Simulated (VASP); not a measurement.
# BN (P6_3/mmc) in VASP: notebook

BN is run at these levels: r2SCAN; tasks: single point.

Everything below comes from runs of VASP 6.6.1. Logs are shortened: lines on timing, memory, paths and dates and some standing lists are left out, and cuts for length are marked.

### Step 1. The cell of the first run

Symmetry: P6_3/mmc, No. 194, hexagonal system. The conventional cell has a = 2.501 Å, b = 2.501 Å, c = 6.599 Å, α = 90.00°, β = 90.00°, γ = 120.00°. Within 1.9 Å of B (site symmetry -6m2) lie 3 N at 1.44 Å. N (site symmetry -6m2) has 3 B at 1.44 Å within 1.9 Å.

### Step 2. Single point, r2SCAN (strain -0.0400 x Voigt [0, 0, 1, 0, 0, 0])

POSCAR

```
BN
1.0
    2.5009753125      0.0000000000      0.0000000000
   -1.2504876563      2.1659081548      0.0000000000
    0.0000000000      0.0000000000      6.5991951988
B N
2 2
Direct
    0.3333333333      0.6666666667      0.2500000000
    0.6666666667      0.3333333333      0.7500000000
    0.3333333333      0.6666666667      0.7500000000
    0.6666666667      0.3333333333      0.2500000000
```

INCAR.step1

```
SYSTEM = BN
  PREC = Accurate
  ENCUT = 520
  ISMEAR = 0
  SIGMA = 0.05
  LREAL = .FALSE.
  LASPH = .TRUE.
  NELM = 100
  NBANDS = 16
  GGA = PE
  ALGO = Normal
  EDIFF = 1E-4
  LWAVE = .TRUE.
  LCHARG = .FALSE.
```

INCAR.step2

```
SYSTEM = BN
  PREC = Accurate
  ENCUT = 520
  EDIFF = 1E-7
  ISMEAR = 0
  SIGMA = 0.05
  LREAL = .FALSE.
  LASPH = .TRUE.
  NELM = 100
  ALGO = Normal
  ISIF = 2
  LWAVE = .FALSE.
  LCHARG = .FALSE.
  METAGGA = R2SCAN
  LMIXTAU = .TRUE.
  NBANDS = 16
  ISTART = 1
```

KPOINTS

```
Automatic mesh
0
G
  12 12 4
  0 0 0
```

Potentials or basis: VASP PAW PBE potentials, release 64 (B, N).

Run with:

```console
cat potpaw_PBE.64/B/POTCAR potpaw_PBE.64/N/POTCAR > POTCAR
cp INCAR.step1 INCAR
mpirun -np 1 vasp_std > vasp.out
cp INCAR.step2 INCAR
mpirun -np 1 vasp_std > vasp.out
```

OUTCAR:

```text
SYSTEM = BN
   PREC = Accurate
   ENCUT = 520
   EDIFF = 1E-7
   ISMEAR = 0
   LREAL = .FALSE.
   LASPH = .TRUE.
   NELM = 100
   ISIF = 2
   METAGGA = R2SCAN
   ISTART = 1

 ion  position               nearest neighbor table
   1  0.333  0.667  0.250-   4 1.44   4 1.44   4 1.44
   2  0.667  0.333  0.750-   3 1.44   3 1.44   3 1.44
   3  0.333  0.667  0.750-   2 1.44   2 1.44   2 1.44
   4  0.667  0.333  0.250-   1 1.44   1 1.44   1 1.44

  LATTYP: Found a hexagonal cell.
 ALAT       =     2.5009753125
 C/A-ratio  =     2.6386486767

  Lattice vectors:

 A1 = (   2.5009753125,   0.0000000000,   0.0000000000)
 A2 = (  -1.2504876563,   2.1659081548,   0.0000000000)
 A3 = (   0.0000000000,   0.0000000000,   6.5991951988)

Analysis of symmetry for initial positions (statically):
=====================================================================
 Subroutine PRICEL returns:
 Original cell was already a primitive cell.

 Routine SETGRP: Setting up the symmetry group for a
 hexagonal supercell.

 Subroutine GETGRP returns: Found 24 space group operations
 (whereof 12 operations were pure point group operations)
 out of a pool of 24 trial point group operations.

The static configuration has the point symmetry D_3d.
 The point group associated with its full space group is D_6h.

Analysis of symmetry for dynamics (positions and initial velocities):
=====================================================================
 Subroutine PRICEL returns:
 Original cell was already a primitive cell.

 Routine SETGRP: Setting up the symmetry group for a
 hexagonal supercell.

 Subroutine GETGRP returns: Found 24 space group operations
 (whereof 12 operations were pure point group operations)
 out of a pool of 24 trial point group operations.

The dynamic configuration has the point symmetry D_3d.
 The point group associated with its full space group is D_6h.

 Subroutine INISYM returns: Found 24 space group operations
 (whereof 12 operations are pure point group operations),
 and found     1 'primitive' translations

----------------------------------------------------------------------------------------

                                     Primitive cell

  volume of cell :      35.7471

  direct lattice vectors                    reciprocal lattice vectors
     2.500975313  0.000000000  0.000000000     0.399844011  0.230850047  0.000000000
    -1.250487656  2.165908155  0.000000000     0.000000000  0.461700095  0.000000000
     0.000000000  0.000000000  6.599195199     0.000000000  0.000000000  0.151533629

  length of vectors
     2.500975313  2.500975312  6.599195199     0.461700095  0.461700095  0.151533629

  position of ions in fractional coordinates (direct lattice)
     0.333333333  0.666666667  0.250000000
     0.666666667  0.333333333  0.750000000
     0.333333333  0.666666667  0.750000000
     0.666666667  0.333333333  0.250000000

  ion indices of the primitive-cell ions
   primitive index   ion index
                 1           1
                 2           2
                 3           3
                 4           4

----------------------------------------------------------------------------------------

 KPOINTS: Automatic mesh

Automatic generation of k-mesh.
 Grid dimensions read from file:
 generate k-points for:   12   12    4

 Generating k-lattice:

  Cartesian coordinates                     Fractional coordinates (reciprocal lattice)
     0.033320334  0.019237504  0.000000000     0.083333333  0.000000000  0.000000000
     0.000000000  0.038475008  0.000000000     0.000000000  0.083333333  0.000000000
     0.000000000  0.000000000  0.037883407     0.000000000  0.000000000  0.250000000

  Length of vectors
     0.038475008  0.038475008  0.037883407

  Shift w.r.t. Gamma in fractional coordinates (k-lattice)
     0.000000000  0.000000000  0.000000000

 Subroutine IBZKPT returns following result:
 ===========================================

 Found     57 irreducible k-points:

 Following reciprocal coordinates:
            Coordinates               Weight
  0.000000  0.000000  0.000000      1.000000
  0.083333  0.000000  0.000000      6.000000
  0.166667 -0.000000  0.000000      6.000000
  0.250000  0.000000  0.000000      6.000000
  0.333333  0.000000  0.000000      6.000000
  0.416667  0.000000  0.000000      6.000000
[... 16 lines left out ...]
  0.250000  0.000000  0.250000     12.000000
  0.333333  0.000000  0.250000     12.000000
 [... further k-points ...]
   k-points           NKPTS =     57   k-points in BZ     NKDIM =     57   number of bands    NBANDS=     16
   number of dos      NEDOS =    301   number of ions     NIONS =      4
   total plane-waves  NPLWV =  20000
   dimension x,y,z NGX =    20 NGY =   20 NGZ =   50
   dimension x,y,z NGXF=    40 NGYF=   40 NGZF=  100
   ions per type =               2   2
   NGX,Y,Z   is equivalent  to a cutoff of  13.29, 13.29, 12.60 a.u.
   NGXF,Y,Z  is equivalent  to a cutoff of  26.59, 26.59, 25.19 a.u.
 SYSTEM =  BN
   PREC   = accura    normal or accurate (medium, high low for compatibility)
   ISTART =      1    job   : 0-new  1-cont  2-samecut
   ICHARG =      0    charge: 1-file 2-atom 10-const
   ISPIN  =      1    spin polarized calculation?
   LNONCOLLINEAR =      F non collinear calculations
   LSORBIT =      F    spin-orbit coupling
   LASPH  =      T    aspherical Exc in radial PAW
   ENCUT  =  520.0 eV  38.22 Ry    6.18 a.u.   4.65  4.65 12.27*2*pi/ulx,y,z
   NELM   =    100;   NELMIN=  2; NELMDL=  0     # of ELM steps
   EDIFF  = 0.1E-06   stopping-criterion for ELM
   LREAL  =      F    real-space projection
   EDIFFG = 0.1E-05   stopping-criterion for IOM
   NSW    =      0    number of steps for IOM
   IBRION =     -1    ionic relax: 0-MD 1-quasi-New 2-CG
   NFREE  =      0    steps in history (QN), initial steepest desc. (CG)
   ISIF   =      2    stress and relaxation
   ISYM   =      2    0-nonsym 1-usesym 2-fastsym
   POTIM  = 0.5000    time-step for ionic-motion
   TEBEG  =    0.0;   TEEND  =   0.0 temperature during run
   PSTRESS=    0.0 pullay stress
   NELECT =      16.0000    total number of electrons
   NUPDOWN=      -1.0000    fix difference up-down
   EMIN   =  10.00;   EMAX   =-10.00  energy-range for DOS
   EFERMI =   0.00;   METHOD = LEGACY
   ISMEAR =     0;   SIGMA  =   0.05  broadening in eV -4-tet -1-fermi 0-gaus
   EFERMI_NEDOS =   21; number of points for ismear=-14 and -15
   IALGO  =     38    algorithm
   IMIX   =      4    mixing-type and parameters
     AMIX     =   0.40;   BMIX     =  1.00
     AMIX_MAG =   1.60;   BMIX_MAG =  1.00
  volume/ion in A,a.u.               =       8.94        60.31
  Fermi-wavevector in a.u.,A,eV,Ry     =   1.252280  2.366466 21.336718  1.568205
  Thomas-Fermi vector in A             =   2.386188
   LORBIT       =      0    0 simple, 1 ext, 2 COOP (PROOUT), +10 PAW based schemes
   METAGGA = R2SCAN    functional components
   LHFCALC =     F    Hartree Fock is set to
   AEXX    =    0.0000 exact exchange contribution
   IVDW    =     0    specifies the selected vdW correction
   LEPSILON=     F    determine dielectric tensor
   LRPA    =     F    only Hartree local field effects (RPA)
 non-spin polarized calculation
 Gauss-broadening in eV      SIGMA  =   0.05
  energy-cutoff  :      520.00
  volume of cell :       35.75
 maximum number of plane-waves:       985
 NGX is ok and might be reduce to    20
   NGX =  9   NGY =  9   NGZ = 25

 number of electron      15.9999997 magnetization

 Free energy of the ion-electron system (eV)
  ---------------------------------------------------
  ext. energy  EPLUGINS =         0.00000000
  ---------------------------------------------------
  free energy    TOTEN  =       -38.59104145 eV

  energy without entropy =      -38.59104145  energy(sigma->0) =      -38.59104145

 E-fermi :   2.3519     XC(G=0): -10.7884

 val. band max:        2.0810892737   @ k =   0.3333   0.2500   0.0000
 cond. band min:       6.9518832467   @ k =   0.5000   0.0000   0.0000
 fundamental gap:      4.8707939730
 Fermi energy:         2.3519258826

 k-point     1 :       0.0000    0.0000    0.0000
  band No.  band energies     occupation
      1     -16.7418      2.00000
      2     -16.4371      2.00000
      3      -4.3395      2.00000
      4      -2.0874      2.00000
      5       0.7299      2.00000
      6       0.7299      2.00000
[... 8 lines left out ...]
     15      15.2447      0.00000
     16      16.4436      0.00000

 k-point     2 :       0.0833    0.0000    0.0000
  band No.  band energies     occupation
      1     -16.5997      2.00000
      2     -16.2997      2.00000
      3      -4.1448      2.00000
      4      -1.9124      2.00000
      5       0.1415      2.00000
      6       0.1791      2.00000
[... 8 lines left out ...]
     15      15.7461      0.00000
     16      15.8756      0.00000

 k-point     3 :       0.1667   -0.0000    0.0000
  band No.  band energies     occupation
      1     -16.1815      2.00000
      2     -15.8958      2.00000
      3      -3.5680      2.00000
      4      -1.3987      2.00000
      5      -1.3503      2.00000
      6      -1.3046      2.00000
[... 8 lines left out ...]
     15      16.8678      0.00000
     16      16.9415      0.00000

 k-point     4 :       0.2500    0.0000    0.0000
  band No.  band energies     occupation
      1     -15.5164      2.00000
      2     -15.2560      2.00000
      3      -3.2409      2.00000
      4      -3.1730      2.00000
      5      -2.6360      2.00000
      6      -0.9745      2.00000
[... 8 lines left out ...]
     15      18.6174      0.00000
     16      19.1549      0.00000
[... 324 lines left out ...]
 k-point    22 :       0.1667   -0.0000    0.2500
  band No.  band energies     occupation
      1     -16.1417      2.00000
      2     -15.9398      2.00000
      3      -3.3065      2.00000
      4      -1.8147      2.00000
      5      -1.3366      2.00000
      6      -1.2826      2.00000
[... 8 lines left out ...]
     15      16.7561      0.00000
     16      16.8478      0.00000

 k-point    23 :       0.2500    0.0000    0.2500
  band No.  band energies     occupation
      1     -15.4799      2.00000
      2     -15.2959      2.00000
      3      -3.2458      2.00000
      4      -3.1902      2.00000
      5      -2.3648      2.00000
      6      -0.9653      2.00000
[... 8 lines left out ...]
     15      19.1716      0.00000
     16      19.2634      0.00000

 k-point    24 :       0.3333    0.0000    0.2500
  band No.  band energies     occupation
      1     -14.6458      2.00000
      2     -14.4910      2.00000
      3      -5.1067      2.00000
      4      -5.0437      2.00000
      5      -1.6242      2.00000
      6      -1.5761      2.00000
[... 8 lines left out ...]
     15      19.9839      0.00000
     16      21.8784      0.00000

 [... further k-points ...]
[... 5 lines left out ...]
  --------------------------------------------------------------------------------------
  -------------------------------------------------------------------------------------
  Total        0.1625912      0.1625912      0.1941728     -0.0000000     -0.0000000      0.0000000
  in kB        7.2873101      7.2873101      8.7027927     -0.0000000     -0.0000000      0.0000000
  external PRESSURE =       7.7591377 kB  Pullay stress =       0.0000000 kB

 VOLUME and BASIS-vectors are now :
 -----------------------------------------------------------------------------
  energy-cutoff  :      520.00
  volume of cell :       35.75
      direct lattice vectors                 reciprocal lattice vectors
     2.500975313  0.000000000  0.000000000     0.399844011  0.230850047  0.000000000
    -1.250487656  2.165908155  0.000000000     0.000000000  0.461700095  0.000000000
     0.000000000  0.000000000  6.599195199     0.000000000  0.000000000  0.151533629

 POSITION                                       TOTAL-FORCE (eV/Angst)
 -----------------------------------------------------------------------------------
     -0.00000      1.44394      1.64980        -0.000000      0.000000      0.000000
      1.25049      0.72197      4.94940         0.000000     -0.000000      0.000000
     -0.00000      1.44394      4.94940        -0.000000      0.000000      0.000000
      1.25049      0.72197      1.64980         0.000000     -0.000000      0.000000
 -----------------------------------------------------------------------------------
    total drift:                               -0.000000      0.000000     -0.000000

  FREE ENERGIE OF THE ION-ELECTRON SYSTEM (eV)
  ---------------------------------------------------
  free  energy   TOTEN  =       -38.5910414459 eV

  energy  without entropy=      -38.5910414459  energy(sigma->0) =      -38.59104145
```

Wall time 3.3 min (1 thread of AMD EPYC 7R43 (Zen 3), shared host); peak memory 0.13 GiB.

What came out:

* Free energy: -38.5910 eV
* Pressure: 0.8 GPa
* Band gap on the k mesh: 4.87 eV, indirect (least direct gap 5.29 eV)

Caveat: the cell differs from its parent crystal (strain -0.0400 x Voigt [0, 0, 1, 0, 0, 0]); the PAW data sets were made with another functional, which shifts forces and pressure a little. A k mesh can miss the band edges.

### Step 3. Single point, r2SCAN (strain -0.0300 x Voigt [0, 0, 1, 0, 0, 0])

Edit POSCAR of step 2 so:

```diff
@@ -4,3 +4,3 @@
    -1.2504876563      2.1659081548      0.0000000000
-    0.0000000000      0.0000000000      6.5991951988
+    0.0000000000      0.0000000000      6.6679368154
 B N
```

INCAR.step1

```
  ALGO = Normal
  EDIFF = 1E-4
  ENCUT = 520
  GGA = PE
  ISMEAR = 0
  LASPH = True
  LCHARG = False
  LREAL = False
  LWAVE = True
  NBANDS = 16
  NELM = 60
  PREC = Accurate
  SIGMA = 0.05
```

INCAR.step2

```
  ALGO = Normal
  EDIFF = 1E-6
  ENCUT = 520
  ISIF = 2
  ISMEAR = 0
  ISTART = 1
  LASPH = True
  LCHARG = False
  LMIXTAU = True
  LREAL = False
  LWAVE = False
  METAGGA = R2SCAN
  NBANDS = 16
  NELM = 60
  PREC = Accurate
  SIGMA = 0.05
```

KPOINTS

```
k-points
0
Gamma
  12 12 4
```

Potentials or basis: VASP PAW PBE potentials, release 64 (B, N).

Run with:

```console
cat potpaw_PBE.64/B/POTCAR potpaw_PBE.64/N/POTCAR > POTCAR
cp INCAR.step1 INCAR
mpirun -np 1 vasp_std > vasp.out
cp INCAR.step2 INCAR
mpirun -np 1 vasp_std > vasp.out
```

Run time: 2.7 min. Hardware: 1 thread of AMD EPYC 7R43 (Zen 3), shared host; peak memory 0.13 GiB.

The run converged. Its results:

| Property | Result |
| --- | --- |
| Free energy | -38.5934 eV |
| Pressure | 0.7 GPa |
| Band gap on the k mesh | 4.89 eV, indirect (least direct gap 5.33 eV) |

Stress tensor (GPa, compression positive):
```
0.71 0.00 0.00
0.00 0.71 0.00
0.00 0.00 0.54
```

Levels at points of the mesh, in eV from the valence-band top:
```csv
k point,band 4,band 5,band 6,band 7,band 8,band 9,band 10,band 11,band 12,band 13
"(0.00, 0.00, 0.00)",-4.23,-1.35,-1.35,-1.31,-1.31,5.61,11.04,12.33,12.33,12.46
"(0.50, 0.00, 0.00)",-9.21,-4.29,-4.23,-1.43,-0.44,4.89,6.32,10.24,10.71,13.29
"(0.00, 0.00, 0.50)",-5.42,-1.33,-1.33,-1.33,-1.33,8.08,8.08,12.39,12.39,12.39
"(0.50, 0.00, 0.50)",-9.25,-4.26,-4.26,-0.92,-0.92,5.36,5.36,10.67,10.67,14.32
```

Caveat: the cell differs from its parent crystal (strain -0.0300 x Voigt [0, 0, 1, 0, 0, 0]); the PAW data sets were made with another functional, which shifts forces and pressure a little.

### Step 4. Single point, r2SCAN (strain -0.0200 x Voigt [0, 0, 1, 0, 0, 0])

Edit POSCAR of step 3 so:

```diff
@@ -4,3 +4,3 @@
    -1.2504876563      2.1659081548      0.0000000000
-    0.0000000000      0.0000000000      6.6679368154
+    0.0000000000      0.0000000000      6.7366784321
 B N
```

INCAR.step1

```
PREC = Accurate
ENCUT = 520
ISMEAR = 0
SIGMA = 0.05
LREAL = F
LASPH = T
NELM = 80
NBANDS = 16
GGA = PE
ALGO = Normal
EDIFF = 1E-4
LWAVE = T
LCHARG = F
```

INCAR.step2

```
PREC = Accurate
ENCUT = 520
EDIFF = 1E-7
ISMEAR = 0
SIGMA = 0.05
LREAL = F
LASPH = T
NELM = 80
ALGO = Normal
ISIF = 2
LWAVE = F
LCHARG = F
METAGGA = R2SCAN
LMIXTAU = T
NBANDS = 16
ISTART = 1
```

KPOINTS

```
Automatic mesh
0
Gamma
  12 12 4
```

Run with:

```console
cat potpaw_PBE.64/B/POTCAR potpaw_PBE.64/N/POTCAR > POTCAR
cp INCAR.step1 INCAR
mpirun -np 1 vasp_std > vasp.out
cp INCAR.step2 INCAR
mpirun -np 1 vasp_std > vasp.out
```

Run time: 3.3 min. Hardware: 1 thread of AMD EPYC 7R43 (Zen 3), shared host; peak memory 0.13 GiB.

It converged, with:

```
Free energy            : -38.5949 eV
Pressure               : 0.5 GPa
Band gap on the k mesh : 4.90 eV, indirect (least direct gap 5.37 eV)
```

Stress tensor (GPa, compression positive):
```
0.70 0.00 0.00
0.00 0.70 0.00
0.00 0.00 0.24
```

Levels at points of the mesh, in eV from the valence-band top:
```csv
k point,band 6,band 7,band 8,band 9,band 10,band 11
"(0.00, 0.00, 0.00)",-1.35,-1.31,-1.31,5.53,10.89,12.34
"(0.50, 0.00, 0.00)",-4.23,-1.40,-0.47,4.90,6.28,10.23
"(0.00, 0.00, 0.50)",-1.33,-1.33,-1.33,7.95,7.95,12.39
"(0.50, 0.00, 0.50)",-4.26,-0.92,-0.92,5.36,5.36,10.66
```

Caveat: the cell differs from its parent crystal (strain -0.0200 x Voigt [0, 0, 1, 0, 0, 0]); the PAW data sets were made with another functional, which shifts forces and pressure a little.

### Step 5. Single point, r2SCAN (strain -0.0100 x Voigt [0, 0, 1, 0, 0, 0])

Edit POSCAR of step 4 so:

```diff
@@ -4,3 +4,3 @@
    -1.2504876563      2.1659081548      0.0000000000
-    0.0000000000      0.0000000000      6.7366784321
+    0.0000000000      0.0000000000      6.8054200487
 B N
```

INCAR.step1

```
PREC = Accurate ; ENCUT = 520
ISMEAR = 0 ; SIGMA = 0.05
LREAL = F ; LASPH = T
NELM = 100 ; NBANDS = 16
GGA = PE ; ALGO = Normal
EDIFF = 1E-4 ; LWAVE = T
LCHARG = F
```

INCAR.step2

```
PREC = Accurate ; ENCUT = 520
EDIFF = 1E-6 ; ISMEAR = 0
SIGMA = 0.05 ; LREAL = F
LASPH = T ; NELM = 100
ALGO = Normal ; ISIF = 2
LWAVE = F ; LCHARG = F
METAGGA = R2SCAN ; LMIXTAU = T
NBANDS = 16 ; ISTART = 1
```

KPOINTS is that of step 4.

Run with:

```console
cat potpaw_PBE.64/B/POTCAR potpaw_PBE.64/N/POTCAR > POTCAR
cp INCAR.step1 INCAR
mpirun -np 1 vasp_std > vasp.out
cp INCAR.step2 INCAR
mpirun -np 1 vasp_std > vasp.out
```

Run time: 3 min. Hardware: 1 thread of AMD EPYC 7R43 (Zen 3), shared host; peak memory 0.13 GiB.

It converged, with:

* Free energy: -38.5958 eV
* Pressure: 0.4 GPa
* Band gap on the k mesh: 4.91 eV, indirect (least direct gap 5.37 eV)

Stress tensor (GPa, compression positive):
```
 0.68  0.00  0.00
 0.00  0.68  0.00
 0.00  0.00 -0.02
```

Levels at points of the mesh, in eV from the valence-band top:
```tsv
k point	band 5	band 6	band 7	band 8	band 9	band 10	band 11	band 12
(0.00, 0.00, 0.00)	-1.35	-1.35	-1.32	-1.32	5.46	10.75	12.34	12.34
(0.50, 0.00, 0.00)	-4.29	-4.24	-1.38	-0.49	4.91	6.23	10.22	10.72
(0.00, 0.00, 0.50)	-1.33	-1.33	-1.33	-1.33	7.82	7.82	12.39	12.39
(0.50, 0.00, 0.50)	-4.26	-4.26	-0.92	-0.92	5.36	5.36	10.65	10.65
```

Caveat: the cell differs from its parent crystal (strain -0.0100 x Voigt [0, 0, 1, 0, 0, 0]); the PAW data sets were made with another functional, which shifts forces and pressure a little.

### Step 6. Overview

| cell | gap on the mesh (eV) | pressure (GPa) |
| --- | --- | --- |
| a = 2.501, b = 2.501, c = 6.599 Å, angles 90.0, 90.0, 120.0°, 4 atoms | 4.87 | 0.8 |
| a = 2.501, b = 2.501, c = 6.668 Å, angles 90.0, 90.0, 120.0°, 4 atoms | 4.89 | 0.7 |
| a = 2.501, b = 2.501, c = 6.737 Å, angles 90.0, 90.0, 120.0°, 4 atoms | 4.90 | 0.5 |
| a = 2.501, b = 2.501, c = 6.805 Å, angles 90.0, 90.0, 120.0°, 4 atoms | 4.91 | 0.4 |

Alike in all rows: task single point; level r2SCAN; potentials or basis VASP PAW PBE potentials, release 64 (B, N); no spin polarisation; k mesh 12 × 12 × 4; cutoff (eV) 520; smearing gaussian 0.05 eV.

Caveats: the PAW data sets were made with another functional, which shifts forces and pressure a little.

Total energies depend on the potentials used, so only differences within one code and one set of settings carry meaning.
